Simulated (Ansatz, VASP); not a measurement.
**Two plane-wave programs on HfO2**

```
Hf O
1.0
     5.11800    0.00000    0.00000
     0.00000    5.18570    0.00000
    -0.85866    0.00000    5.00531
Hf O
4 8
Direct
  0.27670 0.04188 0.20813
  0.72330 0.54188 0.29187
  0.72330 0.95812 0.79187
  0.27670 0.45812 0.70813
  0.44655 0.75838 0.48027
  0.55345 0.25838 0.01973
  0.55345 0.24162 0.51973
  0.44655 0.74162 0.98027
  0.07264 0.33925 0.33895
  0.92736 0.83925 0.16105
  0.92736 0.66075 0.66105
  0.07264 0.16075 0.83895
```

Change from the starting cell: z stretched by -4 %.

Alike in both runs: task electric field gradients; functional PBE; k mesh 4 × 4 × 4; occupations fermi-dirac, width 0.02 eV; no spin polarisation.

|  | VASP | Ansatz |
| --- | --- | --- |
| version | VASP 6.6.1 | Ansatz 0.2.0 |
| potentials or method | VASP PAW PBE potentials, release 64 (Hf_pv, O) | plane-wave PAW, scalar-relativistic |
| plane-wave cutoff (eV) | 520 | 420 |
| valence electrons in the cell | 88 | 152 |

|  | VASP | Ansatz | Ansatz less VASP |
| --- | --- | --- | --- |
| gap on the k mesh at the Fermi level (eV) | 4.08 | 4.11 | +0.037 |
| pressure (GPa) | 12.4 | 15.9 | +3.46 |
| traceless stress, the component that is largest in VASP (GPa) | 7.65 | 7.57 | -0.084 |
| rms of the force components (eV/Å) | 0.152 | 0.176 | +0.0241 |
| size of Vzz on the site where it differs most (V/Å²) | 145.1 | 173.8 | +28.66 |

Atom by atom the forces differ by 0.038 eV/Å (rms over components). VASP's potentials hold 88 valence electrons a cell and Ansatz's 152, so a difference there can come from the potentials and not from the codes.

Spin-orbit coupling is off throughout.
